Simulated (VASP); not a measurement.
TaN, 2 atoms in the cell. The structure is tetragonal, space group I4mm (No. 107). Conventional cell: a = 3.082 Å, b = 3.082 Å, c = 4.358 Å, α = 90.00°, β = 90.00°, γ = 90.00°. Within 2.8 Å of Ta (site symmetry 4mm) lie 6 N at 2.10 to 2.25 Å. Within 2.8 Å of N (site symmetry 4mm) lie 6 Ta at 2.10 to 2.25 Å.  This cell differs from its parent crystal: all Ta atoms moved +0.075 Å, as atom 1 along Cartesian [0 0 1].

| Property | Result |
| --- | --- |
| Program | VASP 6.6.1 |
| Task | single point |
| Functional | PBE |
| Potentials or basis | VASP PAW PBE potentials, release 64 (Ta_pv, N) |
| Cutoff | 520 eV |
| k mesh | 18 × 18 × 18 |
| Occupations | gaussian, width 0.15 eV |
| Spin | no spin polarisation |
| Dipole correction | no |
| Further INCAR settings | ALGO = Normal; EDIFF = 1e-06; NBANDS = 15 |

Potentials or basis: VASP PAW PBE potentials, release 64 (Ta_pv, N).

Run with:

```sh
$ cat potpaw_PBE.64/Ta_pv/POTCAR potpaw_PBE.64/N/POTCAR > POTCAR
$ mpirun -np 1 vasp_std > vasp.out
```

Hardware: 1 thread of Intel(R) Xeon(R) Platinum 8259CL CPU @ 2.50GHz (Skylake/Cascade Lake), with other jobs on the host.

**Question.** How long does it take, and how much memory?

**Answer.** It took 91 s on 1 thread of Intel(R) Xeon(R) Platinum 8259CL CPU @ 2.50GHz (Skylake/Cascade Lake), on a shared host, peak memory 0.27 GiB. Counts: scf iterations 12, k points 480.
